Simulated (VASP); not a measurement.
# Ir (P6_3/mmc) in VASP: notebook

Ir is run at these levels: LDA; tasks: single point, relaxation of cell and atoms.

All numbers are computed with VASP 6.6.1; they aren't measurements. Logs are shortened: lines on timing, memory, paths and dates and some standing lists are left out, and cuts for length are marked.

## (1) The cell of the first run

Symmetry: P6_3/mmc, No. 194, hexagonal system. The conventional cell has a = 2.705 Å, b = 2.705 Å, c = 4.386 Å, α = 90.00°, β = 90.00°, γ = 120.00°. Ir (site symmetry -6m2) has 12 Ir at 2.69 to 2.71 Å within 3.5 Å.

## (2) Single point, LDA

Input file INCAR:

```
SYSTEM = Ir
ALGO = Normal
EDIFF = 1E-7
ENCUT = 520
ISIF = 2
ISMEAR = 0
LASPH = .TRUE.
LCHARG = .TRUE.
LELF = .TRUE.
LREAL = .FALSE.
LVHAR = .TRUE.
LWAVE = .FALSE.
NBANDS = 16
NELM = 80
PREC = Accurate
SIGMA = 0.1
```

Input file KPOINTS:

```
k-points
0
G
  18 18 10
  0 0 0
```

Input file POSCAR:

```
Ir
1.0
    2.7052949827      0.0000000000      0.0000000000
   -1.3526474913      2.3428541797      0.0000000000
    0.0000000000      0.0000000000      4.3858578324
Ir
2
Direct
    0.6666666667      0.3333333333      0.7500000000
    0.3333333333      0.6666666667      0.2500000000
```

Potentials or basis: VASP PAW LDA potentials, release 64 (Ir).

Launch:

```console
cat potpaw_LDA.64/Ir/POTCAR > POTCAR
mpirun -np 1 vasp_std > vasp.out
```

OUTCAR:

```text
SYSTEM = Ir
   EDIFF = 1E-7
   ENCUT = 520
   ISIF = 2
   ISMEAR = 0
   LASPH = .TRUE.
   LREAL = .FALSE.
   NELM = 80
   PREC = Accurate

 ion  position               nearest neighbor table
   1  0.667  0.333  0.750-   2 2.69   2 2.69   2 2.69   2 2.69   2 2.69   2 2.69
   2  0.333  0.667  0.250-   1 2.69   1 2.69   1 2.69   1 2.69   1 2.69   1 2.69

  LATTYP: Found a hexagonal cell.
 ALAT       =     2.7052949827
 C/A-ratio  =     1.6212124225

  Lattice vectors:

 A1 = (   2.7052949827,   0.0000000000,   0.0000000000)
 A2 = (  -1.3526474913,   2.3428541797,   0.0000000000)
 A3 = (   0.0000000000,   0.0000000000,   4.3858578324)

Analysis of symmetry for initial positions (statically):
=====================================================================
 Subroutine PRICEL returns:
 Original cell was already a primitive cell.

 Routine SETGRP: Setting up the symmetry group for a
 hexagonal supercell.

 Subroutine GETGRP returns: Found 24 space group operations
 (whereof 12 operations were pure point group operations)
 out of a pool of 24 trial point group operations.

The static configuration has the point symmetry D_3d.
 The point group associated with its full space group is D_6h.

Analysis of symmetry for dynamics (positions and initial velocities):
=====================================================================
 Subroutine PRICEL returns:
 Original cell was already a primitive cell.

 Routine SETGRP: Setting up the symmetry group for a
 hexagonal supercell.

 Subroutine GETGRP returns: Found 24 space group operations
 (whereof 12 operations were pure point group operations)
 out of a pool of 24 trial point group operations.

The dynamic configuration has the point symmetry D_3d.
 The point group associated with its full space group is D_6h.

 Subroutine INISYM returns: Found 24 space group operations
 (whereof 12 operations are pure point group operations),
 and found     1 'primitive' translations

----------------------------------------------------------------------------------------

                                     Primitive cell

  volume of cell :      27.7981

  direct lattice vectors                    reciprocal lattice vectors
     2.705294983  0.000000000  0.000000000     0.369645457  0.213414904  0.000000000
    -1.352647491  2.342854180  0.000000000     0.000000000  0.426829808  0.000000000
     0.000000000  0.000000000  4.385857832     0.000000000  0.000000000  0.228005567

  length of vectors
     2.705294983  2.705294983  4.385857832     0.426829808  0.426829808  0.228005567

  position of ions in fractional coordinates (direct lattice)
     0.666666667  0.333333333  0.750000000
     0.333333333  0.666666667  0.250000000

  ion indices of the primitive-cell ions
   primitive index   ion index
                 1           1
                 2           2

----------------------------------------------------------------------------------------

 KPOINTS: k-points

Automatic generation of k-mesh.
 Grid dimensions read from file:
 generate k-points for:   18   18   10

 Generating k-lattice:

  Cartesian coordinates                     Fractional coordinates (reciprocal lattice)
     0.020535859  0.011856384  0.000000000     0.055555556  0.000000000  0.000000000
     0.000000000  0.023712767  0.000000000     0.000000000  0.055555556  0.000000000
     0.000000000  0.000000000  0.022800557     0.000000000  0.000000000  0.100000000

  Length of vectors
     0.023712767  0.023712767  0.022800557

  Shift w.r.t. Gamma in fractional coordinates (k-lattice)
     0.000000000  0.000000000  0.000000000

 Subroutine IBZKPT returns following result:
 ===========================================

 Found    222 irreducible k-points:

 Following reciprocal coordinates:
            Coordinates               Weight
  0.000000  0.000000  0.000000      1.000000
  0.055556 -0.000000  0.000000      6.000000
  0.111111 -0.000000  0.000000      6.000000
  0.166667 -0.000000  0.000000      6.000000
  0.222222 -0.000000  0.000000      6.000000
  0.277778 -0.000000  0.000000      6.000000
[... 16 lines left out ...]
  0.333333  0.111111  0.000000     12.000000
  0.388889  0.111111  0.000000     12.000000
 [... further k-points ...]
   k-points           NKPTS =    222   k-points in BZ     NKDIM =    222   number of bands    NBANDS=     16
   number of dos      NEDOS =    301   number of ions     NIONS =      2
   total plane-waves  NPLWV =  14400
   dimension x,y,z NGX =    20 NGY =   20 NGZ =   36
   dimension x,y,z NGXF=    40 NGYF=   40 NGZF=   72
   ions per type =               2
   NGX,Y,Z   is equivalent  to a cutoff of  12.29, 12.29, 13.65 a.u.
   NGXF,Y,Z  is equivalent  to a cutoff of  24.58, 24.58, 27.29 a.u.
 SYSTEM =  Ir
   PREC   = accura    normal or accurate (medium, high low for compatibility)
   ISTART =      0    job   : 0-new  1-cont  2-samecut
   ICHARG =      2    charge: 1-file 2-atom 10-const
   ISPIN  =      1    spin polarized calculation?
   LNONCOLLINEAR =      F non collinear calculations
   LSORBIT =      F    spin-orbit coupling
   LASPH  =      T    aspherical Exc in radial PAW
   ENCUT  =  520.0 eV  38.22 Ry    6.18 a.u.   5.03  5.03  8.15*2*pi/ulx,y,z
   NELM   =     80;   NELMIN=  2; NELMDL= -5     # of ELM steps
   EDIFF  = 0.1E-06   stopping-criterion for ELM
   LREAL  =      F    real-space projection
   EDIFFG = 0.1E-05   stopping-criterion for IOM
   NSW    =      0    number of steps for IOM
   IBRION =     -1    ionic relax: 0-MD 1-quasi-New 2-CG
   NFREE  =      0    steps in history (QN), initial steepest desc. (CG)
   ISIF   =      2    stress and relaxation
   ISYM   =      2    0-nonsym 1-usesym 2-fastsym
   POTIM  = 0.5000    time-step for ionic-motion
   TEBEG  =    0.0;   TEEND  =   0.0 temperature during run
   PSTRESS=    0.0 pullay stress
   NELECT =      18.0000    total number of electrons
   NUPDOWN=      -1.0000    fix difference up-down
   EMIN   =  10.00;   EMAX   =-10.00  energy-range for DOS
   EFERMI =   0.00;   METHOD = LEGACY
   ISMEAR =     0;   SIGMA  =   0.10  broadening in eV -4-tet -1-fermi 0-gaus
   EFERMI_NEDOS =   21; number of points for ismear=-14 and -15
   IALGO  =     38    algorithm
   IMIX   =      4    mixing-type and parameters
     AMIX     =   0.40;   BMIX     =  1.00
     AMIX_MAG =   1.60;   BMIX_MAG =  1.00
  volume/ion in A,a.u.               =      13.90        93.80
  Fermi-wavevector in a.u.,A,eV,Ry     =   1.416318  2.676453 27.292707  2.005957
  Thomas-Fermi vector in A             =   2.537665
   LORBIT       =      0    0 simple, 1 ext, 2 COOP (PROOUT), +10 PAW based schemes
   GGA     = CA    functional components
   LHFCALC =     F    Hartree Fock is set to
   AEXX    =    0.0000 exact exchange contribution
   IVDW    =     0    specifies the selected vdW correction
   LEPSILON=     F    determine dielectric tensor
   LRPA    =     F    only Hartree local field effects (RPA)
 non-spin polarized calculation
 Gauss-broadening in eV      SIGMA  =   0.10
  energy-cutoff  :      520.00
  volume of cell :       27.80
 maximum number of plane-waves:       772
 NGX is ok and might be reduce to    20
   NGX =  9   NGY =  9   NGZ = 17

 number of electron      18.0000001 magnetization

 Free energy of the ion-electron system (eV)
  ---------------------------------------------------
  ext. energy  EPLUGINS =         0.00000000
  ---------------------------------------------------
  free energy    TOTEN  =       -20.50236684 eV

  energy without entropy =      -20.49263691  energy(sigma->0) =      -20.49750188

 E-fermi :  10.7579     XC(G=0): -14.2409

 val. band max:       10.7550330981   @ k =   0.3889   0.0000   0.0000
 cond. band min:      10.7610088768   @ k =   0.3333  -0.0000   0.4000
 fundamental gap:      0.0059757787
 Fermi energy:        10.7578616341

 k-point     1 :       0.0000    0.0000    0.0000
  band No.  band energies     occupation
      1      -0.6722      2.00000
      2       2.3424      2.00000
      3       6.6576      2.00000
      4       6.7629      2.00000
      5       6.7629      2.00000
      6       7.4470      2.00000
[... 8 lines left out ...]
     15      27.1651      0.00000
     16      28.2875      0.00000

 k-point     2 :       0.0556   -0.0000    0.0000
  band No.  band energies     occupation
      1      -0.5482      2.00000
      2       2.4538      2.00000
      3       6.4147      2.00000
      4       6.8680      2.00000
      5       6.9788      2.00000
      6       7.3770      2.00000
[... 8 lines left out ...]
     15      27.3315      0.00000
     16      28.4943      0.00000

 k-point     3 :       0.1111   -0.0000    0.0000
  band No.  band energies     occupation
      1      -0.1863      2.00000
      2       2.7659      2.00000
      3       6.0782      2.00000
      4       7.1211      2.00000
      5       7.1791      2.00000
      6       7.3442      2.00000
[... 8 lines left out ...]
     15      27.7719      0.00000
     16      28.9698      0.00000

 k-point     4 :       0.1667   -0.0000    0.0000
  band No.  band energies     occupation
      1       0.3806      2.00000
      2       3.1961      2.00000
      3       5.7526      2.00000
      4       6.6603      2.00000
      5       6.8836      2.00000
      6       7.6824      2.00000
[... 8 lines left out ...]
     15      28.0581      0.00000
     16      28.7359      0.00000
[... 324 lines left out ...]
 k-point    22 :       0.2778    0.1111    0.0000
  band No.  band energies     occupation
      1       2.8071      2.00000
      2       3.7617      2.00000
      3       4.3895      2.00000
      4       5.6410      2.00000
      5       6.4813      2.00000
      6       6.9906      2.00000
[... 8 lines left out ...]
     15      23.1105      0.00000
     16      25.9093      0.00000

 k-point    23 :       0.3333    0.1111    0.0000
  band No.  band energies     occupation
      1       3.2060      2.00000
      2       3.5347      2.00000
      3       3.9830      2.00000
      4       6.1179      2.00000
      5       6.3879      2.00000
      6       7.2560      2.00000
[... 8 lines left out ...]
     15      21.8228      0.00000
     16      25.3858      0.00000

 k-point    24 :       0.3889    0.1111    0.0000
  band No.  band energies     occupation
      1       3.3223      2.00000
      2       3.4285      2.00000
      3       3.7341      2.00000
      4       6.3562      2.00000
      5       6.5920      2.00000
      6       7.0582      2.00000
[... 8 lines left out ...]
     15      21.5529      0.00000
     16      24.2980      0.00000

 [... further k-points ...]

------------------------ aborting loop because EDIFF is reached ----------------------------------------

  FORCE on cell =-STRESS in cart. coord.  units (eV):
  Direction    XX          YY          ZZ          XY          YZ          ZX
  --------------------------------------------------------------------------------------
  -------------------------------------------------------------------------------------
  Total        0.4463091      0.4463091      0.4497408      0.0000000     -0.0000000      0.0000000
  in kB       25.7236069     25.7236069     25.9213980      0.0000000     -0.0000000      0.0000000
  external PRESSURE =      25.7895373 kB  Pullay stress =       0.0000000 kB

 VOLUME and BASIS-vectors are now :
 -----------------------------------------------------------------------------
  energy-cutoff  :      520.00
  volume of cell :       27.80
      direct lattice vectors                 reciprocal lattice vectors
     2.705294983  0.000000000  0.000000000     0.369645457  0.213414904  0.000000000
    -1.352647491  2.342854180  0.000000000     0.000000000  0.426829808  0.000000000
     0.000000000  0.000000000  4.385857832     0.000000000  0.000000000  0.228005567

 POSITION                                       TOTAL-FORCE (eV/Angst)
 -----------------------------------------------------------------------------------
      1.35265      0.78095      3.28939         0.000000      0.000000      0.000000
     -0.00000      1.56190      1.09646        -0.000000     -0.000000      0.000000
 -----------------------------------------------------------------------------------
    total drift:                                0.000000     -0.000000     -0.000000

  FREE ENERGIE OF THE ION-ELECTRON SYSTEM (eV)
  ---------------------------------------------------
  free  energy   TOTEN  =       -20.5023668387 eV

  energy  without entropy=      -20.4926369146  energy(sigma->0) =      -20.49750188
```

Wall time 54 s (1 thread of Intel Xeon Platinum 8259CL at 2.50GHz (Skylake/Cascade Lake), shared host); peak memory 0.2 GiB.

What came out:

| Property | Result |
| --- | --- |
| Free energy | -20.5024 eV |
| Pressure | 2.6 GPa |
| Band gap on the k mesh | zero (band 9 reaches 11.77 eV, above the bottom of band 10 at 8.30 eV) |

Levels at points of the mesh, in eV from the Fermi level:
```csv
k point,band 7,band 8,band 9,band 10,band 11,band 12
"(0.00, 0.00, 0.00)",-3.31,-2.48,-2.48,-0.83,0.27,0.27
"(0.50, 0.00, 0.00)",-3.10,0.73,1.01,1.17,3.04,4.53
"(0.00, 0.00, 0.50)",-4.12,-4.12,-0.50,-0.50,-0.50,-0.50
"(0.50, 0.00, 0.50)",-1.01,-1.01,0.99,0.99,2.07,2.07
```

Caveat: spin-orbit coupling is left out, which moves the levels of the heavy elements.

## (3) Relaxation of cell and atoms, LDA

This run uses another cell than the first one, of 14.63 Å³/atom, 1.052 times its volume.

Input file INCAR:

```
SYSTEM = Ir
PREC = Accurate
ENCUT = 600
EDIFF = 1E-7
ISMEAR = 0
SIGMA = 0.1
LREAL = .False.
LASPH = .True.
NELM = 80
ALGO = Normal
ISIF = 3
LWAVE = .False.
LCHARG = .False.
GGA = CA
IBRION = 2
NSW = 80
EDIFFG = -0.01
```

Input file KPOINTS:

```
regular mesh
0
Gamma
  18 18 10
  0 0 0
```

Input file POSCAR:

```
Ir
1.0
    2.7513800000      0.0000000000      0.0000000000
   -1.3756900000      2.3827600000      0.0000000000
    0.0000000000      0.0000000000      4.4622900000
Ir
2
Direct
    0.6666666667      0.3333333333      0.7500000000
    0.3333333333      0.6666666667      0.2500000000
```

Potentials or basis: VASP PAW LDA potentials, release 64 (Ir).

Launch:

```console
cat potpaw_LDA.64/Ir/POTCAR > POTCAR
mpirun -np 1 vasp_std > vasp.out
```

Wall time 2.6 min (1 thread of Intel Xeon Platinum 8259CL at 2.50GHz (Skylake/Cascade Lake), shared host); peak memory 0.23 GiB.

Results (log left out):

| Item | Value |
| --- | --- |
| Free energy | -20.5042 eV |
| Relaxed volume | 13.99 Å³/atom |
| Relaxed cell | a = 2.711 Å, b = 2.711 Å, c = 4.395 Å, α = 90.00°, β = 90.00°, γ = 120.00° |
| Space group after relaxing (to 0.05 Å) | P6_3/mmc (No. 194) |
| Energy gained by relaxing | 33.1 meV/atom |
| Ionic steps | 5 |
| Pressure after relaxing | 0.0 GPa |
| Band gap on the k mesh | zero (band 9 reaches 11.64 eV, above the bottom of band 10 at 8.21 eV) |

The path:
| step | energy change (eV) | largest force (eV/Å) | pressure (GPa) | volume (Å³) |
| --- | --- | --- | --- | --- |
| 1 | 0.0000 | 0.0000 | -15.91 | 29.25 |
| 2 | 1.1882 | 0.0000 | 107.04 | 23.53 |
| 3 | -0.0658 | 0.0000 | -1.37 | 28.08 |
| 4 | -0.0661 | 0.0000 | -0.35 | 28.00 |
| 5 | -0.0662 | 0.0000 | 0.00 | 27.98 |

Final structure:
```
CELL_PARAMETERS angstrom
2.71131 0.00000 0.00000
-1.35565 2.34806 0.00000
0.00000 0.00000 4.39502
ATOMIC_POSITIONS crystal
Ir 0.66667 0.33333 0.75000
Ir 0.33333 0.66667 0.25000
```

Levels at points of the mesh, in eV from the Fermi level:
| k point | band 6 | band 7 | band 8 | band 9 | band 10 | band 11 | band 12 | band 13 |
| --- | --- | --- | --- | --- | --- | --- | --- | --- |
| (0.00, 0.00, 0.00) | -3.28 | -3.28 | -2.46 | -2.46 | -0.81 | 0.27 | 0.27 | 7.19 |
| (0.50, 0.00, 0.00) | -3.51 | -3.07 | 0.72 | 1.00 | 1.15 | 3.02 | 4.49 | 8.33 |
| (0.00, 0.00, 0.50) | -4.08 | -4.08 | -4.08 | -0.49 | -0.49 | -0.49 | -0.49 | 13.66 |
| (0.50, 0.00, 0.50) | -2.20 | -1.00 | -1.00 | 0.98 | 0.98 | 2.06 | 2.06 | 7.80 |

Caveat: spin-orbit coupling is left out, which moves the levels of the heavy elements.
